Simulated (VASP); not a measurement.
# LiH (P6_3/mmc) in VASP: a series of runs

Runs on LiH. Level: PBE. Tasks: single point.

Program: VASP 6.6.1. These are calculated values, not measurements. Logs are shortened: lines on timing, memory, paths and dates and some standing lists are left out, and cuts for length are marked.

### 1 The cell of the first run

Symmetry: P6_3/mmc, No. 194, hexagonal system. The conventional cell has a = 3.253 Å, b = 3.253 Å, c = 4.072 Å, α = 90.00°, β = 90.00°, γ = 120.00°. Within 2.5 Å of Li (site symmetry -6m2) lie 5 H at 1.88 to 2.04 Å. H (site symmetry -6m2) has 5 Li at 1.88 to 2.04 Å within 2.5 Å.

### 2 Single point, PBE

INCAR

```
  PREC = Accurate
  ENCUT = 520
  EDIFF = 1E-6
  ISMEAR = 0
  SIGMA = 0.01
  LREAL = F
  LASPH = T
  NELM = 60
  ALGO = Normal
  ISIF = 2
  LWAVE = F
  LCHARG = F
  GGA = PE
  NBANDS = 12
```

KPOINTS

```
Automatic mesh
0
Gamma
  9 9 6
```

POSCAR

```
LiH
1.0
    3.2531951097      0.0000000000      0.0000000000
   -1.6265975549      2.8173496084      0.0000000000
    0.0000000000      0.0000000000      4.0724213569
Li H
2 2
Direct
    0.3333333333      0.6666666667      0.2500000000
    0.6666666667      0.3333333333      0.7500000000
    0.6666666667      0.3333333333      0.2500000000
    0.3333333333      0.6666666667      0.7500000000
```

Potentials or basis: VASP PAW PBE potentials, release 64 (Li_sv, H).

Launch:

```console
$ cat potpaw_PBE.64/Li_sv/POTCAR potpaw_PBE.64/H/POTCAR > POTCAR
$ mpirun -np 1 vasp_std > vasp.out
```

OUTCAR:

```text
PREC = Accurate
   ENCUT = 520
   EDIFF = 1E-6
   ISMEAR = 0
   LREAL = F
   LASPH = T
   NELM = 60
   ISIF = 2
   GGA = PE

 ion  position               nearest neighbor table
   1  0.333  0.667  0.250-
   2  0.667  0.333  0.750-
   3  0.667  0.333  0.250-
   4  0.333  0.667  0.750-

  LATTYP: Found a hexagonal cell.
 ALAT       =     3.2531951097
 C/A-ratio  =     1.2518220456

  Lattice vectors:

 A1 = (   3.2531951097,   0.0000000000,   0.0000000000)
 A2 = (  -1.6265975549,   2.8173496084,   0.0000000000)
 A3 = (   0.0000000000,   0.0000000000,   4.0724213569)

Analysis of symmetry for initial positions (statically):
=====================================================================
 Subroutine PRICEL returns:
 Original cell was already a primitive cell.

 Routine SETGRP: Setting up the symmetry group for a
 hexagonal supercell.

 Subroutine GETGRP returns: Found 24 space group operations
 (whereof 12 operations were pure point group operations)
 out of a pool of 24 trial point group operations.

The static configuration has the point symmetry D_3d.
 The point group associated with its full space group is D_6h.

Analysis of symmetry for dynamics (positions and initial velocities):
=====================================================================
 Subroutine PRICEL returns:
 Original cell was already a primitive cell.

 Routine SETGRP: Setting up the symmetry group for a
 hexagonal supercell.

 Subroutine GETGRP returns: Found 24 space group operations
 (whereof 12 operations were pure point group operations)
 out of a pool of 24 trial point group operations.

The dynamic configuration has the point symmetry D_3d.
 The point group associated with its full space group is D_6h.

 Subroutine INISYM returns: Found 24 space group operations
 (whereof 12 operations are pure point group operations),
 and found     1 'primitive' translations

----------------------------------------------------------------------------------------

                                     Primitive cell

  volume of cell :      37.3253

  direct lattice vectors                    reciprocal lattice vectors
     3.253195110  0.000000000  0.000000000     0.307390109  0.177471762  0.000000000
    -1.626597555  2.817349608  0.000000000     0.000000000  0.354943525  0.000000000
     0.000000000  0.000000000  4.072421357     0.000000000  0.000000000  0.245554159

  length of vectors
     3.253195110  3.253195110  4.072421357     0.354943525  0.354943525  0.245554159

  position of ions in fractional coordinates (direct lattice)
     0.333333333  0.666666667  0.250000000
     0.666666667  0.333333333  0.750000000
     0.666666667  0.333333333  0.250000000
     0.333333333  0.666666667  0.750000000

  ion indices of the primitive-cell ions
   primitive index   ion index
                 1           1
                 2           2
                 3           3
                 4           4

----------------------------------------------------------------------------------------

 KPOINTS: Automatic mesh

Automatic generation of k-mesh.
 Grid dimensions read from file:
 generate k-points for:    9    9    6

 Generating k-lattice:

  Cartesian coordinates                     Fractional coordinates (reciprocal lattice)
     0.034154457  0.019719085  0.000000000     0.111111111  0.000000000  0.000000000
     0.000000000  0.039438169  0.000000000     0.000000000  0.111111111  0.000000000
     0.000000000  0.000000000  0.040925693     0.000000000  0.000000000  0.166666667

  Length of vectors
     0.039438169  0.039438169  0.040925693

  Shift w.r.t. Gamma in fractional coordinates (k-lattice)
     0.000000000  0.000000000  0.000000000

 Subroutine IBZKPT returns following result:
 ===========================================

 Found     48 irreducible k-points:

 Following reciprocal coordinates:
            Coordinates               Weight
  0.000000  0.000000  0.000000      1.000000
  0.111111  0.000000  0.000000      6.000000
  0.222222 -0.000000  0.000000      6.000000
  0.333333  0.000000  0.000000      6.000000
  0.444444 -0.000000  0.000000      6.000000
  0.111111  0.111111  0.000000      6.000000
[... 16 lines left out ...]
  0.333333  0.222222  0.166667     24.000000
  0.333333  0.333333  0.166667      4.000000
 [... further k-points ...]
   k-points           NKPTS =     48   k-points in BZ     NKDIM =     48   number of bands    NBANDS=     12
   number of dos      NEDOS =    301   number of ions     NIONS =      4
   total plane-waves  NPLWV =  17280
   dimension x,y,z NGX =    24 NGY =   24 NGZ =   30
   dimension x,y,z NGXF=    48 NGYF=   48 NGZF=   60
   ions per type =               2   2
   NGX,Y,Z   is equivalent  to a cutoff of  12.26, 12.26, 12.25 a.u.
   NGXF,Y,Z  is equivalent  to a cutoff of  24.53, 24.53, 24.49 a.u.
 SYSTEM =  unknown system
   PREC   = accura    normal or accurate (medium, high low for compatibility)
   ISTART =      0    job   : 0-new  1-cont  2-samecut
   ICHARG =      2    charge: 1-file 2-atom 10-const
   ISPIN  =      1    spin polarized calculation?
   LNONCOLLINEAR =      F non collinear calculations
   LSORBIT =      F    spin-orbit coupling
   LASPH  =      T    aspherical Exc in radial PAW
   ENCUT  =  520.0 eV  38.22 Ry    6.18 a.u.   6.05  6.05  7.57*2*pi/ulx,y,z
   NELM   =     60;   NELMIN=  2; NELMDL= -5     # of ELM steps
   EDIFF  = 0.1E-05   stopping-criterion for ELM
   LREAL  =      F    real-space projection
   EDIFFG = 0.1E-04   stopping-criterion for IOM
   NSW    =      0    number of steps for IOM
   IBRION =     -1    ionic relax: 0-MD 1-quasi-New 2-CG
   NFREE  =      0    steps in history (QN), initial steepest desc. (CG)
   ISIF   =      2    stress and relaxation
   ISYM   =      2    0-nonsym 1-usesym 2-fastsym
   POTIM  = 0.5000    time-step for ionic-motion
   TEBEG  =    0.0;   TEEND  =   0.0 temperature during run
   PSTRESS=    0.0 pullay stress
   NELECT =       8.0000    total number of electrons
   NUPDOWN=      -1.0000    fix difference up-down
   EMIN   =  10.00;   EMAX   =-10.00  energy-range for DOS
   EFERMI =   0.00;   METHOD = LEGACY
   ISMEAR =     0;   SIGMA  =   0.01  broadening in eV -4-tet -1-fermi 0-gaus
   EFERMI_NEDOS =   21; number of points for ismear=-14 and -15
   IALGO  =     38    algorithm
   IMIX   =      4    mixing-type and parameters
     AMIX     =   0.40;   BMIX     =  1.00
     AMIX_MAG =   1.60;   BMIX_MAG =  1.00
  volume/ion in A,a.u.               =       9.33        62.97
  Fermi-wavevector in a.u.,A,eV,Ry     =   0.979724  1.851409 13.059670  0.959859
  Thomas-Fermi vector in A             =   2.110599
   LORBIT       =      0    0 simple, 1 ext, 2 COOP (PROOUT), +10 PAW based schemes
   GGA     = PE    functional components
   LHFCALC =     F    Hartree Fock is set to
   AEXX    =    0.0000 exact exchange contribution
   IVDW    =     0    specifies the selected vdW correction
   LEPSILON=     F    determine dielectric tensor
   LRPA    =     F    only Hartree local field effects (RPA)
 non-spin polarized calculation
 Gauss-broadening in eV      SIGMA  =   0.01
  energy-cutoff  :      520.00
  volume of cell :       37.33
 maximum number of plane-waves:      1038
   NGX = 13   NGY = 13   NGZ = 15

 number of electron       8.0000007 magnetization

 Free energy of the ion-electron system (eV)
  ---------------------------------------------------
  ext. energy  EPLUGINS =         0.00000000
  ---------------------------------------------------
  free energy    TOTEN  =       -12.16247440 eV

  energy without entropy =      -12.16247440  energy(sigma->0) =      -12.16247440

 E-fermi :  -0.0615     XC(G=0):  -7.8833

 val. band max:       -0.1709844475   @ k =   0.0000   0.0000   0.0000
 cond. band min:       1.6707491529   @ k =   0.3333   0.3333   0.0000
 fundamental gap:      1.8417336004
 Fermi energy:        -0.0615299977

 k-point     1 :       0.0000    0.0000    0.0000
  band No.  band energies     occupation
      1     -44.7875      2.00000
      2     -44.7303      2.00000
      3      -5.3930      2.00000
      4      -0.1710      2.00000
      5       2.8922      0.00000
      6      10.5432      0.00000
      7      10.5432      0.00000
      8      11.2222      0.00000
      9      13.2441      0.00000
     10      13.2441      0.00000
     11      14.9369      0.00000
     12      17.6139      0.00000

 k-point     2 :       0.1111    0.0000    0.0000
  band No.  band energies     occupation
      1     -44.7851      2.00000
      2     -44.7310      2.00000
      3      -5.2473      2.00000
      4      -0.2479      2.00000
      5       3.1150      0.00000
      6       8.9595      0.00000
      7       9.6819      0.00000
      8      10.9330      0.00000
      9      14.3809      0.00000
     10      14.6015      0.00000
     11      14.6588      0.00000
     12      16.2868      0.00000

 k-point     3 :       0.2222   -0.0000    0.0000
  band No.  band energies     occupation
      1     -44.7787      2.00000
      2     -44.7332      2.00000
      3      -4.8133      2.00000
      4      -0.5211      2.00000
      5       3.7789      0.00000
      6       6.6949      0.00000
      7       8.4997      0.00000
      8      10.7375      0.00000
      9      13.7317      0.00000
     10      14.0943      0.00000
     11      15.2042      0.00000
     12      15.2301      0.00000

 k-point     4 :       0.3333    0.0000    0.0000
  band No.  band energies     occupation
      1     -44.7700      2.00000
      2     -44.7371      2.00000
      3      -4.1106      2.00000
      4      -1.0957      2.00000
      5       4.8612      0.00000
      6       5.1277      0.00000
      7       7.6443      0.00000
      8       9.9969      0.00000
      9      11.1222      0.00000
     10      14.3462      0.00000
     11      14.7337      0.00000
     12      15.4637      0.00000

 k-point     5 :       0.4444   -0.0000    0.0000
  band No.  band energies     occupation
      1     -44.7625      2.00000
      2     -44.7415      2.00000
      3      -3.2339      2.00000
      4      -1.9485      2.00000
      5       4.4033      0.00000
      6       6.2146      0.00000
      7       7.2068      0.00000
      8       8.9576      0.00000
      9       9.3852      0.00000
     10      14.3730      0.00000
     11      14.8409      0.00000
     12      15.6058      0.00000
[... 228 lines left out ...]
      1     -44.7587      2.00000
      2     -44.7443      2.00000
      3      -2.8360      2.00000
      4      -2.1977      2.00000
      5       3.3636      0.00000
      6       6.8498      0.00000
      7       6.8958      0.00000
      8       8.9325      0.00000
      9      10.7665      0.00000
     10      12.2091      0.00000
     11      15.3438      0.00000
     12      15.8036      0.00000

 k-point    22 :       0.2222    0.2222    0.1667
  band No.  band energies     occupation
      1     -44.7635      2.00000
      2     -44.7414      2.00000
      3      -3.5984      2.00000
      4      -1.4972      2.00000
      5       3.5586      0.00000
      6       5.5174      0.00000
      7       9.1153      0.00000
      8       9.5929      0.00000
      9      10.1076      0.00000
     10      12.8388      0.00000
     11      15.4433      0.00000
     12      15.7322      0.00000

 k-point    23 :       0.3333    0.2222    0.1667
  band No.  band energies     occupation
      1     -44.7568      2.00000
      2     -44.7456      2.00000
      3      -2.8302      2.00000
      4      -1.9235      2.00000
      5       2.5184      0.00000
      6       6.4801      0.00000
      7       7.8540      0.00000
      8       9.2399      0.00000
      9      10.3531      0.00000
     10      12.1993      0.00000
     11      15.0109      0.00000
     12      16.1843      0.00000

 k-point    24 :       0.3333    0.3333    0.1667
  band No.  band energies     occupation
      1     -44.7508      2.00000
      2     -44.7508      2.00000
      3      -2.2565      2.00000
      4      -2.2565      2.00000
      5       1.9198      0.00000
      6       7.6520      0.00000
      7       7.6520      0.00000
      8       7.7847      0.00000
      9      11.5553      0.00000
     10      11.5553      0.00000
     11      14.1741      0.00000
     12      17.7903      0.00000

 [... further k-points ...]

------------------------ aborting loop because EDIFF is reached ----------------------------------------

  FORCE on cell =-STRESS in cart. coord.  units (eV):
  Direction    XX          YY          ZZ          XY          YZ          ZX
  --------------------------------------------------------------------------------------
  -------------------------------------------------------------------------------------
  Total       -0.0344270     -0.0344270     -0.0449738      0.0000000      0.0000000      0.0000000
  in kB       -1.4777677     -1.4777677     -1.9304842      0.0000000      0.0000000      0.0000000
  external PRESSURE =      -1.6286732 kB  Pullay stress =       0.0000000 kB

 VOLUME and BASIS-vectors are now :
 -----------------------------------------------------------------------------
  energy-cutoff  :      520.00
  volume of cell :       37.33
      direct lattice vectors                 reciprocal lattice vectors
     3.253195110  0.000000000  0.000000000     0.307390109  0.177471762  0.000000000
    -1.626597555  2.817349608  0.000000000     0.000000000  0.354943525  0.000000000
     0.000000000  0.000000000  4.072421357     0.000000000  0.000000000  0.245554159

 POSITION                                       TOTAL-FORCE (eV/Angst)
 -----------------------------------------------------------------------------------
     -0.00000      1.87823      1.01811         0.000000     -0.000000      0.000000
      1.62660      0.93912      3.05432         0.000000      0.000000      0.000000
      1.62660      0.93912      1.01811        -0.000000      0.000000      0.000000
     -0.00000      1.87823      3.05432         0.000000     -0.000000      0.000000
 -----------------------------------------------------------------------------------
    total drift:                               -0.000000      0.000000     -0.000000

  FREE ENERGIE OF THE ION-ELECTRON SYSTEM (eV)
  ---------------------------------------------------
  free  energy   TOTEN  =       -12.1624744018 eV

  energy  without entropy=      -12.1624744018  energy(sigma->0) =      -12.16247440
```

Run time: 22 s. Hardware: 1 thread of Intel Xeon 8259CL, shared host; peak memory 0.15 GiB.

What came out:

- Free energy: -12.1625 eV
- Band gap on the k mesh: 1.84 eV (least direct gap 3.06 eV)

Levels at points of the mesh, in eV from the valence-band top:
```tsv
k point	band 1	band 2	band 3	band 4	band 5	band 6	band 7	band 8
(0.00, 0.00, 0.00)	-44.62	-44.56	-5.22	0.00	3.06	10.71	10.71	11.39
(0.00, 0.00, 0.50)	-44.59	-44.59	-3.72	-3.72	9.55	9.55	12.73	12.73
```

Caveat: the cutoff is under 1.25 times the usual one of these potentials, so pressure, stress and relaxed cells hold a basis-set (Pulay) error.

(Part 1 of 2 ends here.)
